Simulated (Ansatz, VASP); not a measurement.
Sn: VASP beside Ansatz

```xyz
2
Lattice="-2.9401 2.9401 1.5993 2.9401 -2.9401 1.5993 2.9401 2.9401 -1.5993" Properties=species:S:1:pos:R:3 pbc="T T T"
Sn    0.0000    0.0000    0.0000
Sn    0.0000    2.9401    0.7997
```

Alike in both runs: task electric field gradients; functional r2SCAN50; k mesh 4 × 4 × 4; occupations fermi-dirac, width 0.05 eV; no spin polarisation.

```csv
,VASP,Ansatz
version,VASP 6.6.1,Ansatz 0.2.0
potentials or method,"VASP PAW PBE potentials, release 64 (Sn_d), cutoff 520 eV",all-electron PAW datasets made for the crystal
```

Ansatz gave:

```
gap on the k mesh at the Fermi level (eV)                     : none
pressure (GPa)                                                : -3.0
traceless stress, the component that is largest in VASP (GPa) : 4.70
size of Vzz on the site where it differs most (V/Å²)          : 16.3
```

Q: Which values does VASP return?

A: gap on the k mesh at the Fermi level (eV): none; pressure (GPa): -3.2; traceless stress, the component that is largest in VASP (GPa): 4.85; size of Vzz on the site where it differs most (V/Å²): 15.1.

VASP's potentials were made for PBE, not for r2SCAN50. A gap of «none» marks a metal or a gap that the smearing closes. Ansatz ran all-electron here, and VASP with PAW potentials.

The k mesh is coarse, so the values compare programs but aren't converged. Noted on Ansatz's run: the program warned that the printed levels may be off, so bands, gaps and densities of states are rough.
